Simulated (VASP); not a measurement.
# SiS3 (I4/mmm) in VASP: a series of runs

Runs on SiS3. Level: PBE. Tasks: single point, relaxation of cell and atoms.

Everything below comes from runs of VASP 6.6.1. Logs are shortened: lines on timing, memory, paths and dates and some standing lists are left out, and cuts for length are marked.

### Step 1. The cell of the first run

It takes space group I4/mmm (No. 139, tetragonal). Conventional cell: a = 3.423 Å, b = 3.423 Å, c = 13.241 Å, α = 90.00°, β = 90.00°, γ = 90.00°. Si (site symmetry 4/mmm) has 4 S at 2.42 Å within 3.2 Å. S (site symmetry 4/mmm) has 4 Si at 2.42 Å within 3.2 Å. Within 3.2 Å of S (site symmetry -4m2) lie 4 S at 2.42 Å.

### Step 2. Single point, PBE

INCAR

```
SYSTEM = SiS3
PREC = Accurate
ENCUT = 520
EDIFF = 1E-7
ISMEAR = 0
SIGMA = 0.1
LREAL = .False.
LASPH = .True.
NELM = 100
ALGO = Normal
ISIF = 2
LWAVE = .False.
LCHARG = .False.
GGA = PE
NBANDS = 19
```

KPOINTS

```
regular mesh
0
Gamma
  6 6 6
  0 0 0
```

POSCAR

```
SiS3
1.0
   -1.7117199981      1.7117199981      6.6205582416
    1.7117199981     -1.7117199981      6.6205582416
    1.7117199981      1.7117199981     -6.6205582416
Si S
1 3
Direct
    0.0000000000      0.0000000000      0.0000000000
    0.5000000000      0.5000000000      0.0000000000
    0.2500000000      0.7500000000      0.5000000000
    0.7500000000      0.2500000000      0.5000000000
```

Potentials or basis: VASP PAW PBE potentials, release 64 (Si, S).

Run with:

```bash
cat potpaw_PBE.64/Si/POTCAR potpaw_PBE.64/S/POTCAR > POTCAR
mpirun -np 1 vasp_std > vasp.out
```

OUTCAR:

```text
SYSTEM = SiS3
   PREC = Accurate
   ENCUT = 520
   EDIFF = 1E-7
   ISMEAR = 0
   LREAL = .False.
   LASPH = .True.
   NELM = 100
   ISIF = 2
   GGA = PE

 ion  position               nearest neighbor table
   1  0.000  0.000  0.000-   2 2.42   2 2.42   2 2.42   2 2.42
   2  0.500  0.500  0.000-   1 2.42   1 2.42   1 2.42   1 2.42
   3  0.250  0.750  0.500-   4 2.42   4 2.42   4 2.42   4 2.42
   4  0.750  0.250  0.500-   3 2.42   3 2.42   3 2.42   3 2.42

  LATTYP: Found a body centered tetragonal cell.
 ALAT       =     3.4234399962
 C/A-ratio  =     3.8677810909

  Lattice vectors:

 A1 = (  -1.7117199981,   1.7117199981,   6.6205582416)
 A2 = (   1.7117199981,  -1.7117199981,   6.6205582416)
 A3 = (   1.7117199981,   1.7117199981,  -6.6205582416)

Analysis of symmetry for initial positions (statically):
=====================================================================
 Subroutine PRICEL returns:
 Original cell was already a primitive cell.

 Routine SETGRP: Setting up the symmetry group for a
 body centered tetragonal supercell.

 Subroutine GETGRP returns: Found 16 space group operations
 (whereof 16 operations were pure point group operations)
 out of a pool of 16 trial point group operations.

The static configuration has the point symmetry D_4h.

Analysis of symmetry for dynamics (positions and initial velocities):
=====================================================================
 Subroutine PRICEL returns:
 Original cell was already a primitive cell.

 Routine SETGRP: Setting up the symmetry group for a
 body centered tetragonal supercell.

 Subroutine GETGRP returns: Found 16 space group operations
 (whereof 16 operations were pure point group operations)
 out of a pool of 16 trial point group operations.

The dynamic configuration has the point symmetry D_4h.

 Subroutine INISYM returns: Found 16 space group operations
 (whereof 16 operations are pure point group operations),
 and found     1 'primitive' translations

----------------------------------------------------------------------------------------

                                     Primitive cell

  volume of cell :      77.5926

  direct lattice vectors                    reciprocal lattice vectors
    -1.711719998  1.711719998  6.620558242     0.000000000  0.292103849  0.075522332
[... 84 lines left out ...]
   ISPIN  =      1    spin polarized calculation?
   LNONCOLLINEAR =      F non collinear calculations
   LSORBIT =      F    spin-orbit coupling
   LASPH  =      T    aspherical Exc in radial PAW
   ENCUT  =  520.0 eV  38.22 Ry    6.18 a.u.  13.11 13.11 13.11*2*pi/ulx,y,z
   NELM   =    100;   NELMIN=  2; NELMDL= -5     # of ELM steps
   EDIFF  = 0.1E-06   stopping-criterion for ELM
   LREAL  =      F    real-space projection
   EDIFFG = 0.1E-05   stopping-criterion for IOM
   NSW    =      0    number of steps for IOM
   IBRION =     -1    ionic relax: 0-MD 1-quasi-New 2-CG
   NFREE  =      0    steps in history (QN), initial steepest desc. (CG)
   ISIF   =      2    stress and relaxation
   ISYM   =      2    0-nonsym 1-usesym 2-fastsym
   POTIM  = 0.5000    time-step for ionic-motion
   TEBEG  =    0.0;   TEEND  =   0.0 temperature during run
   PSTRESS=    0.0 pullay stress
   NELECT =      22.0000    total number of electrons
   NUPDOWN=      -1.0000    fix difference up-down
   EMIN   =  10.00;   EMAX   =-10.00  energy-range for DOS
   EFERMI =   0.00;   METHOD = LEGACY
   ISMEAR =     0;   SIGMA  =   0.10  broadening in eV -4-tet -1-fermi 0-gaus
   EFERMI_NEDOS =   21; number of points for ismear=-14 and -15
   IALGO  =     38    algorithm
   IMIX   =      4    mixing-type and parameters
     AMIX     =   0.40;   BMIX     =  1.00
     AMIX_MAG =   1.60;   BMIX_MAG =  1.00
  volume/ion in A,a.u.               =      19.40       130.91
  Fermi-wavevector in a.u.,A,eV,Ry     =   1.075497  2.032394 15.737763  1.156693
  Thomas-Fermi vector in A             =   2.211355
   LORBIT       =      0    0 simple, 1 ext, 2 COOP (PROOUT), +10 PAW based schemes
   GGA     = PE    functional components
   LHFCALC =     F    Hartree Fock is set to
   AEXX    =    0.0000 exact exchange contribution
   IVDW    =     0    specifies the selected vdW correction
   LEPSILON=     F    determine dielectric tensor
   LRPA    =     F    only Hartree local field effects (RPA)
 non-spin polarized calculation
 Gauss-broadening in eV      SIGMA  =   0.10
  energy-cutoff  :      520.00
  volume of cell :       77.59
 maximum number of plane-waves:      2118
 NGX is ok and might be reduce to    54
   NGX = 27   NGY = 27   NGZ = 27

 number of electron      22.0000002 magnetization

 Free energy of the ion-electron system (eV)
  ---------------------------------------------------
  ext. energy  EPLUGINS =         0.00000000
  ---------------------------------------------------
  free energy    TOTEN  =       -16.08000807 eV

  energy without entropy =      -16.04614894  energy(sigma->0) =      -16.06307850

 E-fermi :   5.6899     XC(G=0):  -9.8148

 val. band max:        5.6698721560   @ k =  -0.3333   0.5000   0.1667
 cond. band min:       5.6925328595   @ k =   0.3333   0.0000  -0.0000
 fundamental gap:      0.0226607035
 Fermi energy:         5.6899135333

 k-point     1 :       0.0000    0.0000    0.0000
  band No.  band energies     occupation
      1     -10.5760      2.00000
      2      -9.3534      2.00000
      3      -2.6538      2.00000
      4      -0.5226      2.00000
      5       0.8638      2.00000
      6       0.8638      2.00000
[... 505 lines left out ...]
      6       1.1472      2.00000
[... 11 lines left out ...]
     18      11.4139      0.00000
     19      12.2700      0.00000

 [... further k-points ...]
[... 5 lines left out ...]
  --------------------------------------------------------------------------------------
  -------------------------------------------------------------------------------------
  Total       -0.0777453     -0.0777453      0.0043657      0.0000000     -0.0000000      0.0000000
  in kB       -1.6053309     -1.6053309      0.0901454      0.0000000     -0.0000000      0.0000000
  external PRESSURE =      -1.0401721 kB  Pullay stress =       0.0000000 kB

 VOLUME and BASIS-vectors are now :
 -----------------------------------------------------------------------------
  energy-cutoff  :      520.00
  volume of cell :       77.59
      direct lattice vectors                 reciprocal lattice vectors
    -1.711719998  1.711719998  6.620558242     0.000000000  0.292103849  0.075522332
     1.711719998 -1.711719998  6.620558242     0.292103849  0.000000000  0.075522332
     1.711719998  1.711719998 -6.620558242     0.292103849  0.292103849  0.000000000

 POSITION                                       TOTAL-FORCE (eV/Angst)
 -----------------------------------------------------------------------------------
      0.00000      0.00000      0.00000         0.000000      0.000000      0.000000
      0.00000      0.00000      6.62056         0.000000      0.000000      0.000000
      1.71172     -0.00000      3.31028        -0.000000     -0.000000     -0.000000
     -0.00000      1.71172      3.31028         0.000000     -0.000000      0.000000
 -----------------------------------------------------------------------------------
    total drift:                               -0.000000      0.000000     -0.000000

  FREE ENERGIE OF THE ION-ELECTRON SYSTEM (eV)
  ---------------------------------------------------
  free  energy   TOTEN  =       -16.0800080660 eV

  energy  without entropy=      -16.0461489408  energy(sigma->0) =      -16.06307850
```

It took 2 min on 1 thread of Intel Xeon Platinum 8375C at 2.90GHz (Ice Lake), shared host; peak memory 0.38 GiB.

What came out:

```yaml
Free_energy: -16.0800 eV
Pressure: -0.1 GPa
Band_gap_on_the_k_mesh: zero (band 11 reaches 6.63 eV, above the bottom of band 12 at 4.93 eV)
```

Stress tensor (GPa, compression positive):
```
-0.16  0.00  0.00
 0.00 -0.16  0.00
 0.00  0.00  0.01
```

Levels at points of the mesh, in eV from the Fermi level:
| k point | band 9 | band 10 | band 11 | band 12 | band 13 | band 14 |
| --- | --- | --- | --- | --- | --- | --- |
| (0.00, 0.00, 0.00) | -3.61 | -2.55 | 0.79 | 2.74 | 3.22 | 4.05 |
| (0.50, 0.00, 0.00) | -2.08 | -1.65 | -0.80 | -0.76 | 0.24 | 1.27 |
| (0.50, 0.50, 0.00) | -2.06 | -1.93 | -1.62 | 0.91 | 4.36 | 5.04 |
| (0.50, 0.50, 0.50) | -3.89 | -3.31 | 0.94 | 2.89 | 2.94 | 3.82 |

Caveat: the k points lie up to 0.43 Å⁻¹ apart.

(Continued in part 2 of 2.)
